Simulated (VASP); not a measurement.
# GaN (Fm-3m) in VASP: settings compared, part 2 of 2

VASP 6.6.1. The steps go on from the part before.

**3. Single point, RPBE+D4**

This run uses another cell than the first one, of 9.24 Å³/atom, 0.949 times its volume.

Input file INCAR:

```
PREC     = Accurate       # precision mode
ENCUT    = 520            # plane-wave cutoff, eV
EDIFF    = 1E-6           # SCF threshold, eV
ISMEAR   = -1             # smearing method
SIGMA    = 0.05           # smearing width, eV
LREAL    = F              # projectors in reciprocal space
LASPH    = T              # aspherical terms in the spheres
NELM     = 60             # most SCF steps
ALGO     = Normal         # electronic algorithm
ISIF     = 2              # what is computed and relaxed
LWAVE    = F              # write WAVECAR
LCHARG   = F              # write CHGCAR
GGA      = RP             # functional
IVDW     = 13             # dispersion correction
NBANDS   = 16             # bands
```

Input file KPOINTS:

```
Automatic mesh
0
Gamma
  11 11 11
```

Input file POSCAR:

```
GaN
1.0
    0.0000000000      2.0980636705      2.0980636705
    2.0980636705      0.0000000000      2.0980636705
    2.0980636705      2.0980636705      0.0000000000
Ga N
1 1
Direct
    0.0000000000      0.0000000000      0.0000000000
    0.5000000000      0.5000000000      0.5000000000
```

Potentials or basis: VASP PAW PBE potentials, release 64 (Ga_d, N).

On the command line:

```
> cat potpaw_PBE.64/Ga_d/POTCAR potpaw_PBE.64/N/POTCAR > POTCAR
> mpirun -np 1 vasp_std > vasp.out
```

OUTCAR:

```text
PREC = Accurate
   ENCUT = 520
   EDIFF = 1E-6
   ISMEAR = -1
   LREAL = F
   LASPH = T
   NELM = 60
   ISIF = 2
   GGA = RP
   IVDW = 13

 ion  position               nearest neighbor table
   1  0.000  0.000  0.000-   2 2.10   2 2.10   2 2.10   2 2.10   2 2.10   2 2.10
   2  0.500  0.500  0.500-   1 2.10   1 2.10   1 2.10   1 2.10   1 2.10   1 2.10

  LATTYP: Found a face centered cubic cell.
 ALAT       =     4.1961273410

  Lattice vectors:

 A1 = (   0.0000000000,   2.0980636705,   2.0980636705)
 A2 = (   2.0980636705,   0.0000000000,   2.0980636705)
 A3 = (   2.0980636705,   2.0980636705,   0.0000000000)

Analysis of symmetry for initial positions (statically):
=====================================================================
 Subroutine PRICEL returns:
 Original cell was already a primitive cell.

 Routine SETGRP: Setting up the symmetry group for a
 face centered cubic supercell.

 Subroutine GETGRP returns: Found 48 space group operations
 (whereof 48 operations were pure point group operations)
 out of a pool of 48 trial point group operations.

The static configuration has the point symmetry O_h .

Analysis of symmetry for dynamics (positions and initial velocities):
=====================================================================
 Subroutine PRICEL returns:
 Original cell was already a primitive cell.

 Routine SETGRP: Setting up the symmetry group for a
 face centered cubic supercell.

 Subroutine GETGRP returns: Found 48 space group operations
 (whereof 48 operations were pure point group operations)
 out of a pool of 48 trial point group operations.

The dynamic configuration has the point symmetry O_h .

 Subroutine INISYM returns: Found 48 space group operations
 (whereof 48 operations are pure point group operations),
 and found     1 'primitive' translations

----------------------------------------------------------------------------------------

                                     Primitive cell

  volume of cell :      18.4708

  direct lattice vectors                    reciprocal lattice vectors
     0.000000000  2.098063671  2.098063671    -0.238314979  0.238314979  0.238314979
     2.098063671  0.000000000  2.098063671     0.238314979 -0.238314979  0.238314979
     2.098063671  2.098063671  0.000000000     0.238314979  0.238314979 -0.238314979

  length of vectors
     2.967110098  2.967110098  2.967110098     0.412773652  0.412773652  0.412773652

  position of ions in fractional coordinates (direct lattice)
     0.000000000  0.000000000  0.000000000
     0.500000000  0.500000000  0.500000000

  ion indices of the primitive-cell ions
   primitive index   ion index
                 1           1
                 2           2

----------------------------------------------------------------------------------------

 KPOINTS: Automatic mesh

Automatic generation of k-mesh.
 Grid dimensions read from file:
 generate k-points for:   11   11   11

 Generating k-lattice:

  Cartesian coordinates                     Fractional coordinates (reciprocal lattice)
    -0.021664998  0.021664998  0.021664998     0.090909091  0.000000000  0.000000000
     0.021664998 -0.021664998  0.021664998     0.000000000  0.090909091  0.000000000
     0.021664998  0.021664998 -0.021664998     0.000000000  0.000000000  0.090909091

  Length of vectors
     0.037524877  0.037524877  0.037524877

  Shift w.r.t. Gamma in fractional coordinates (k-lattice)
     0.000000000  0.000000000  0.000000000

 Subroutine IBZKPT returns following result:
 ===========================================

 Found     56 irreducible k-points:

 Following reciprocal coordinates:
            Coordinates               Weight
  0.000000  0.000000  0.000000      1.000000
  0.090909  0.000000  0.000000      8.000000
  0.181818  0.000000  0.000000      8.000000
  0.272727  0.000000  0.000000      8.000000
  0.363636  0.000000  0.000000      8.000000
  0.454545  0.000000  0.000000      8.000000
[... 16 lines left out ...]
 -0.272727  0.181818  0.000000     24.000000
 -0.181818  0.181818  0.000000     12.000000
 [... further k-points ...]
   k-points           NKPTS =     56   k-points in BZ     NKDIM =     56   number of bands    NBANDS=     16
   number of dos      NEDOS =    301   number of ions     NIONS =      2
   total plane-waves  NPLWV =  13824
   dimension x,y,z NGX =    24 NGY =   24 NGZ =   24
   dimension x,y,z NGXF=    48 NGYF=   48 NGZF=   48
   ions per type =               1   1
   NGX,Y,Z   is equivalent  to a cutoff of  13.45, 13.45, 13.45 a.u.
   NGXF,Y,Z  is equivalent  to a cutoff of  26.89, 26.89, 26.89 a.u.
 SYSTEM =  unknown system
   PREC   = accura    normal or accurate (medium, high low for compatibility)
   ISTART =      0    job   : 0-new  1-cont  2-samecut
   ICHARG =      2    charge: 1-file 2-atom 10-const
   ISPIN  =      1    spin polarized calculation?
   LNONCOLLINEAR =      F non collinear calculations
   LSORBIT =      F    spin-orbit coupling
   LASPH  =      T    aspherical Exc in radial PAW
   ENCUT  =  520.0 eV  38.22 Ry    6.18 a.u.   5.52  5.52  5.52*2*pi/ulx,y,z
   NELM   =     60;   NELMIN=  2; NELMDL= -5     # of ELM steps
   EDIFF  = 0.1E-05   stopping-criterion for ELM
   LREAL  =      F    real-space projection
   EDIFFG = 0.1E-04   stopping-criterion for IOM
   NSW    =      0    number of steps for IOM
   IBRION =     -1    ionic relax: 0-MD 1-quasi-New 2-CG
   NFREE  =      0    steps in history (QN), initial steepest desc. (CG)
   ISIF   =      2    stress and relaxation
   ISYM   =      2    0-nonsym 1-usesym 2-fastsym
   POTIM  = 0.5000    time-step for ionic-motion
   TEBEG  =    0.0;   TEEND  =   0.0 temperature during run
   PSTRESS=    0.0 pullay stress
   NELECT =      18.0000    total number of electrons
   NUPDOWN=      -1.0000    fix difference up-down
   EMIN   =  10.00;   EMAX   =-10.00  energy-range for DOS
   EFERMI =   0.00;   METHOD = LEGACY
   ISMEAR =    -1;   SIGMA  =   0.05  broadening in eV -4-tet -1-fermi 0-gaus
   EFERMI_NEDOS =   21; number of points for ismear=-14 and -15
   IALGO  =     38    algorithm
   IMIX   =      4    mixing-type and parameters
     AMIX     =   0.40;   BMIX     =  1.00
     AMIX_MAG =   1.60;   BMIX_MAG =  1.00
  volume/ion in A,a.u.               =       9.24        62.32
  Fermi-wavevector in a.u.,A,eV,Ry     =   1.623069  3.067156 35.842552  2.634353
  Thomas-Fermi vector in A             =   2.716579
   LORBIT       =      0    0 simple, 1 ext, 2 COOP (PROOUT), +10 PAW based schemes
   GGA     = RP    functional components
   LHFCALC =     F    Hartree Fock is set to
   AEXX    =    0.0000 exact exchange contribution
   IVDW    =    13    specifies the selected vdW correction
   LEPSILON=     F    determine dielectric tensor
   LRPA    =     F    only Hartree local field effects (RPA)
 non-spin polarized calculation
  energy-cutoff  :      520.00
  volume of cell :       18.47
 maximum number of plane-waves:       531
 NGX is ok and might be reduce to    24
   NGX = 11   NGY = 11   NGZ = 11

 number of electron      18.0000004 magnetization

 Free energy of the ion-electron system (eV)
  ---------------------------------------------------
  ext. energy  EPLUGINS =         0.00000000
  ---------------------------------------------------
  free energy    TOTEN  =       -10.27409799 eV

  energy without entropy =      -10.27409674  energy(sigma->0) =      -10.27409737

 E-fermi :   8.8278     XC(G=0): -13.0492

 val. band max:        8.3079148747   @ k =  -0.1818   0.1818   0.0000
 cond. band min:       9.2772726585   @ k =   0.4545   0.4545   0.0000
 fundamental gap:      0.9693577839
 Fermi energy:         8.8277655377

 k-point     1 :       0.0000    0.0000    0.0000
  band No.  band energies     occupation
      1      -9.2585      2.00000
      2      -5.6874      2.00000
      3      -5.6874      2.00000
      4      -5.6874      2.00000
      5      -5.5884      2.00000
      6      -5.5884      2.00000
[... 8 lines left out ...]
     15      24.5569      0.00000
     16      24.5569      0.00000
[... 419 lines left out ...]
 k-point    24 :      -0.1818    0.1818    0.0000
  band No.  band energies     occupation
      1      -7.7225      2.00000
      2      -5.7607      2.00000
      3      -5.7521      2.00000
      4      -5.7300      2.00000
      5      -5.5912      2.00000
      6      -5.3799      2.00000
[... 8 lines left out ...]
     15      27.0101      0.00000
     16      29.0759      0.00000

 [... further k-points ...]

------------------------ aborting loop because EDIFF is reached ----------------------------------------

  DFT-D4 for vdW energy calculation

  Edisp (eV):   -1.94336

  FORCE on cell =-STRESS in cart. coord.  units (eV):
  Direction    XX          YY          ZZ          XY          YZ          ZX
  --------------------------------------------------------------------------------------
  -------------------------------------------------------------------------------------
  Total       0.10737     0.10737     0.10737    -0.00000    -0.00000    -0.00000
  in kB       9.31371     9.31371     9.31371    -0.00000    -0.00000    -0.00000
  external pressure =        9.31 kB  Pullay stress =        0.00 kB

 VOLUME and BASIS-vectors are now :
 -----------------------------------------------------------------------------
  energy-cutoff  :      520.00
  volume of cell :       18.47
      direct lattice vectors                 reciprocal lattice vectors
     0.000000000  2.098063671  2.098063671    -0.238314979  0.238314979  0.238314979
     2.098063671  0.000000000  2.098063671     0.238314979 -0.238314979  0.238314979
     2.098063671  2.098063671  0.000000000     0.238314979  0.238314979 -0.238314979

 POSITION                                       TOTAL-FORCE (eV/Angst)
 -----------------------------------------------------------------------------------
      0.00000      0.00000      0.00000         0.000000      0.000000      0.000000
      2.09806      2.09806      2.09806         0.000000      0.000000     -0.000000
 -----------------------------------------------------------------------------------
    total drift:                                0.000000     -0.000000     -0.000000

  FREE ENERGIE OF THE ION-ELECTRON SYSTEM (eV)
  ---------------------------------------------------
  free  energy   TOTEN  =       -12.2174538225 eV

  energy  without entropy=      -12.2174525685  energy(sigma->0) =      -12.21745320
```

It took 10 s on 1 thread of Intel Xeon 6975P-C (Granite Rapids), shared host; peak memory 0.14 GiB.

Results:

* Free energy: -12.2175 eV
* Pressure: 0.9 GPa
* Band gap on the k mesh: 0.97 eV, indirect (least direct gap 3.04 eV)
* Dispersion energy per atom: -0.972 eV

Caveat: the PAW data sets were made with another functional, which shifts forces and pressure a little. A k mesh can miss the band edges.
